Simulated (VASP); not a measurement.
# Zn2C (Fm-3m) in VASP: notebook, part 2 of 2

VASP 6.6.1. The steps go on from the part before.

**3. Single point, PBE**

This run uses another cell than the first one, of 11.42 Å³/atom.

INCAR reads:

```
SYSTEM = Zn2C
PREC = Accurate ; ENCUT = 520
EDIFF = 1E-6 ; ISMEAR = -1
SIGMA = 0.02 ; LREAL = .False.
LASPH = .True. ; NELM = 80
ALGO = Normal ; ISIF = 2
LWAVE = .False. ; LCHARG = .False.
GGA = PE ; NBANDS = 21
```

KPOINTS reads:

```
regular mesh
0
Gamma
  8 8 8
  0 0 0
```

POSCAR reads:

```
Zn2C
1.0
    0.0000000000      2.5779490413      2.5779490413
    2.5779490413      0.0000000000      2.5779490413
    2.5779490413      2.5779490413      0.0000000000
C Zn
1 2
Direct
    0.0000000000      0.0000000000      0.0000000000
    0.2500000000      0.2500000000      0.2500000000
    0.7500000000      0.7500000000      0.7500000000
```

Potentials or basis: VASP PAW PBE potentials, release 64 (C, Zn).

Started as:

```bash
cat potpaw_PBE.64/C/POTCAR potpaw_PBE.64/Zn/POTCAR > POTCAR
mpirun -np 1 vasp_std > vasp.out
```

OUTCAR:

```text
SYSTEM = Zn2C
   PREC = Accurate
   ENCUT = 520
   EDIFF = 1E-6
   ISMEAR = -1
   LREAL = .False.
   LASPH = .True.
   NELM = 80
   ISIF = 2
   GGA = PE

 ion  position               nearest neighbor table
   1  0.000  0.000  0.000-   3 2.23   3 2.23   3 2.23   2 2.23   3 2.23   2 2.23   2 2.23   2 2.23

   2  0.250  0.250  0.250-   1 2.23   1 2.23   1 2.23   1 2.23   3 2.58   3 2.58   3 2.58   3 2.58
                             3 2.58   3 2.58
   3  0.750  0.750  0.750-   1 2.23   1 2.23   1 2.23   1 2.23   2 2.58   2 2.58   2 2.58   2 2.58
                             2 2.58   2 2.58

  LATTYP: Found a face centered cubic cell.
 ALAT       =     5.1558980826

  Lattice vectors:

 A1 = (   0.0000000000,   2.5779490413,   2.5779490413)
 A2 = (   2.5779490413,   0.0000000000,   2.5779490413)
 A3 = (   2.5779490413,   2.5779490413,   0.0000000000)

Analysis of symmetry for initial positions (statically):
=====================================================================
 Subroutine PRICEL returns:
 Original cell was already a primitive cell.

 Routine SETGRP: Setting up the symmetry group for a
 face centered cubic supercell.

 Subroutine GETGRP returns: Found 48 space group operations
 (whereof 48 operations were pure point group operations)
 out of a pool of 48 trial point group operations.

The static configuration has the point symmetry O_h .

Analysis of symmetry for dynamics (positions and initial velocities):
=====================================================================
 Subroutine PRICEL returns:
 Original cell was already a primitive cell.

 Routine SETGRP: Setting up the symmetry group for a
 face centered cubic supercell.

 Subroutine GETGRP returns: Found 48 space group operations
 (whereof 48 operations were pure point group operations)
 out of a pool of 48 trial point group operations.

The dynamic configuration has the point symmetry O_h .
[... 115 lines left out ...]
   EFERMI =   0.00;   METHOD = LEGACY
   ISMEAR =    -1;   SIGMA  =   0.02  broadening in eV -4-tet -1-fermi 0-gaus
   EFERMI_NEDOS =   21; number of points for ismear=-14 and -15
   IALGO  =     38    algorithm
   IMIX   =      4    mixing-type and parameters
     AMIX     =   0.40;   BMIX     =  1.00
     AMIX_MAG =   1.60;   BMIX_MAG =  1.00
  volume/ion in A,a.u.               =      11.42        77.08
  Fermi-wavevector in a.u.,A,eV,Ry     =   1.530535  2.892291 31.872144  2.342536
  Thomas-Fermi vector in A             =   2.638004
   LORBIT       =      0    0 simple, 1 ext, 2 COOP (PROOUT), +10 PAW based schemes
   GGA     = PE    functional components
   LHFCALC =     F    Hartree Fock is set to
   AEXX    =    0.0000 exact exchange contribution
   IVDW    =     0    specifies the selected vdW correction
   LEPSILON=     F    determine dielectric tensor
   LRPA    =     F    only Hartree local field effects (RPA)
 non-spin polarized calculation
  energy-cutoff  :      520.00
  volume of cell :       34.27
 maximum number of plane-waves:       941
   NGX = 13   NGY = 13   NGZ = 13

 number of electron      27.9999984 magnetization

 Free energy of the ion-electron system (eV)
  ---------------------------------------------------
  ext. energy  EPLUGINS =         0.00000000
  ---------------------------------------------------
  free energy    TOTEN  =        -9.24979471 eV

  energy without entropy =       -9.24964292  energy(sigma->0) =       -9.24971881

 E-fermi :   4.7052     XC(G=0): -12.0746

 val. band max:        4.6911530816   @ k =   0.0000   0.0000   0.0000
 cond. band min:       5.5536742984   @ k =   0.5000   0.0000   0.0000
 fundamental gap:      0.8625212168
 Fermi energy:         4.7051995522

 k-point     1 :       0.0000    0.0000    0.0000
  band No.  band energies     occupation
      1      -9.4023      2.00000
      2      -4.0416      2.00000
      3      -4.0416      2.00000
      4      -4.0416      2.00000
      5      -3.8346      2.00000
      6      -3.8346      2.00000
[... 565 lines left out ...]
     20      15.3578      0.00000
     21      17.5948      0.00000

 [... further k-points ...]

------------------------ aborting loop because EDIFF is reached ----------------------------------------

  FORCE on cell =-STRESS in cart. coord.  units (eV):
  Direction    XX          YY          ZZ          XY          YZ          ZX
  --------------------------------------------------------------------------------------
  -------------------------------------------------------------------------------------
  Total        1.0525934      1.0525934      1.0525934      0.0000000     -0.0000000      0.0000000
  in kB       49.2173535     49.2173535     49.2173535      0.0000000     -0.0000000      0.0000000
  external PRESSURE =      49.2173535 kB  Pullay stress =       0.0000000 kB

 VOLUME and BASIS-vectors are now :
 -----------------------------------------------------------------------------
  energy-cutoff  :      520.00
  volume of cell :       34.27
      direct lattice vectors                 reciprocal lattice vectors
     0.000000000  2.577949041  2.577949041    -0.193952631  0.193952631  0.193952631
     2.577949041  0.000000000  2.577949041     0.193952631 -0.193952631  0.193952631
     2.577949041  2.577949041  0.000000000     0.193952631  0.193952631 -0.193952631

 POSITION                                       TOTAL-FORCE (eV/Angst)
 -----------------------------------------------------------------------------------
      0.00000      0.00000      0.00000         0.000000     -0.000000      0.000000
      1.28897      1.28897      1.28897         0.000000      0.000000      0.000000
      3.86692      3.86692      3.86692        -0.000000     -0.000000     -0.000000
 -----------------------------------------------------------------------------------
    total drift:                                0.000000      0.000000      0.000000

  FREE ENERGIE OF THE ION-ELECTRON SYSTEM (eV)
  ---------------------------------------------------
  free  energy   TOTEN  =        -9.2497947067 eV

  energy  without entropy=       -9.2496429217  energy(sigma->0) =       -9.24971881
```

It took 27 s on 1 thread of Intel Xeon Platinum 8375C at 2.90GHz (Ice Lake), shared host; peak memory 0.16 GiB.

Results:

```yaml
Free_energy: -9.2498 eV
Pressure: 4.9 GPa
Band_gap_on_the_k_mesh: zero (filled and empty bands touch)
```

Caveat: the cell stands under pressure.

**4. Single point, PBE (11.42 Å³/atom)**

This run uses another cell than the first one, of 11.42 Å³/atom.

INCAR reads:

```
  ALGO = Normal
  EDIFF = 1E-6
  ENCUT = 520
  GGA = PE
  ISIF = 2
  ISMEAR = -1
  LASPH = T
  LCHARG = F
  LREAL = F
  LWAVE = F
  NBANDS = 21
  NELM = 80
  PREC = Accurate
  SIGMA = 0.02
```

KPOINTS reads:

```
k-points
0
Gamma
  8 8 8
```

POSCAR reads:

```
Zn2C
1.0
    0.0000000000      2.5779670629      2.5779670629
    2.5779670629      0.0000000000      2.5779670629
    2.5779670629      2.5779670629      0.0000000000
C Zn
1 2
Direct
    0.0000000000      0.0000000000      0.0000000000
    0.2500000000      0.2500000000      0.2500000000
    0.7500000000      0.7500000000      0.7500000000
```

Potentials or basis: VASP PAW PBE potentials, release 64 (C, Zn).

Started as:

```bash
cat potpaw_PBE.64/C/POTCAR potpaw_PBE.64/Zn/POTCAR > POTCAR
mpirun -np 1 vasp_std > vasp.out
```

OUTCAR:

```text
EDIFF = 1E-6
   ENCUT = 520
   GGA = PE
   ISIF = 2
   ISMEAR = -1
   LASPH = T
   LREAL = F
   NELM = 80
   PREC = Accurate

 ion  position               nearest neighbor table
   1  0.000  0.000  0.000-   3 2.23   3 2.23   3 2.23   2 2.23   3 2.23   2 2.23   2 2.23   2 2.23

   2  0.250  0.250  0.250-   1 2.23   1 2.23   1 2.23   1 2.23   3 2.58   3 2.58   3 2.58   3 2.58
                             3 2.58   3 2.58
   3  0.750  0.750  0.750-   1 2.23   1 2.23   1 2.23   1 2.23   2 2.58   2 2.58   2 2.58   2 2.58
[... 772 lines left out ...]

  FORCE on cell =-STRESS in cart. coord.  units (eV):
  Direction    XX          YY          ZZ          XY          YZ          ZX
  --------------------------------------------------------------------------------------
  -------------------------------------------------------------------------------------
  Total        1.0519320      1.0519320      1.0519320      0.0000000      0.0000000     -0.0000000
  in kB       49.1853963     49.1853963     49.1853963      0.0000000      0.0000000     -0.0000000
  external PRESSURE =      49.1853963 kB  Pullay stress =       0.0000000 kB

 VOLUME and BASIS-vectors are now :
 -----------------------------------------------------------------------------
  energy-cutoff  :      520.00
  volume of cell :       34.27
      direct lattice vectors                 reciprocal lattice vectors
     0.000000000  2.577967063  2.577967063    -0.193951275  0.193951275  0.193951275
     2.577967063  0.000000000  2.577967063     0.193951275 -0.193951275  0.193951275
     2.577967063  2.577967063  0.000000000     0.193951275  0.193951275 -0.193951275

 POSITION                                       TOTAL-FORCE (eV/Angst)
 -----------------------------------------------------------------------------------
      0.00000      0.00000      0.00000         0.000000     -0.000000      0.000000
      1.28898      1.28898      1.28898         0.000000      0.000000      0.000000
      3.86695      3.86695      3.86695        -0.000000     -0.000000     -0.000000
 -----------------------------------------------------------------------------------
    total drift:                                0.000000      0.000000      0.000000

  FREE ENERGIE OF THE ION-ELECTRON SYSTEM (eV)
  ---------------------------------------------------
  free  energy   TOTEN  =        -9.2498167627 eV

  energy  without entropy=       -9.2496649866  energy(sigma->0) =       -9.24974087
```

OSZICAR:

```text
N       E                     dE             d eps       ncg     rms          rms(c)
DAV:   1     0.151890094721E+03    0.15189E+03   -0.14277E+04  1218   0.208E+03
DAV:   2     0.318431532266E+00   -0.15157E+03   -0.14495E+03  1258   0.344E+02
DAV:   3    -0.110074923641E+02   -0.11326E+02   -0.11166E+02  1383   0.924E+01
DAV:   4    -0.111892190933E+02   -0.18173E+00   -0.18162E+00  1313   0.114E+01
DAV:   5    -0.111902382411E+02   -0.10191E-02   -0.10191E-02  1378   0.809E-01    0.100E+01
DAV:   6    -0.925833409517E+01    0.19319E+01   -0.48647E+00  1784   0.505E+01    0.714E+00
DAV:   7    -0.926713463488E+01   -0.88005E-02   -0.84358E-01  1359   0.111E+01    0.377E+00
DAV:   8    -0.925189779414E+01    0.15237E-01   -0.48788E-02  1318   0.156E+00    0.114E+00
DAV:   9    -0.924981312362E+01    0.20847E-02   -0.29885E-03  1600   0.590E-01    0.141E-01
DAV:  10    -0.924978896362E+01    0.24160E-04   -0.95958E-04  1800   0.278E-01    0.594E-02
DAV:  11    -0.924981678329E+01   -0.27820E-04   -0.17044E-04  1288   0.113E-01    0.193E-02
DAV:  12    -0.924981676274E+01    0.20553E-07   -0.56561E-06  1348   0.241E-02
   1 F= -.92498168E+01 E0= -.92497409E+01  d E =-.151776E-03
```

stdout:

```text
POSCAR found type information on POSCAR C Zn
 POSCAR found :  2 types and       3 ions
 scaLAPACK will be used
 LDA part: xc-table for (Slater+PW92), standard interpolation
 POSCAR, INCAR and KPOINTS ok, starting setup
 FFT: planning ... GRIDC
 FFT: planning ... GRID_SOFT
 FFT: planning ... GRID
 WAVECAR not read
 entering main loop
```

It took 28 s on 1 thread of Intel Xeon Platinum 8375C at 2.90GHz (Ice Lake), shared host; peak memory 0.16 GiB.

Results:

| Quantity | Value |
| --- | --- |
| Free energy | -9.2498 eV |
| Pressure | 4.9 GPa |
| Band gap on the k mesh | zero (filled and empty bands touch) |

Levels at points of the mesh, in eV from the Fermi level:
```
           k point  band 10  band 11  band 12  band 13  band 14  band 15  band 16  band 17  band 18  band 19
(0.00, 0.00, 0.00)    -6.84    -6.84    -0.10    -0.01    -0.01    -0.01     4.18     4.18     4.18     9.46
(0.50, 0.00, 0.00)    -7.62    -7.28    -7.05    -1.16    -1.16     0.85     5.14     5.14     5.89     8.96
(0.50, 0.50, 0.00)    -7.16    -6.87    -5.33    -3.78    -3.78     0.93     1.58     7.43     9.04     9.04
```

Caveat: the cell stands under pressure.
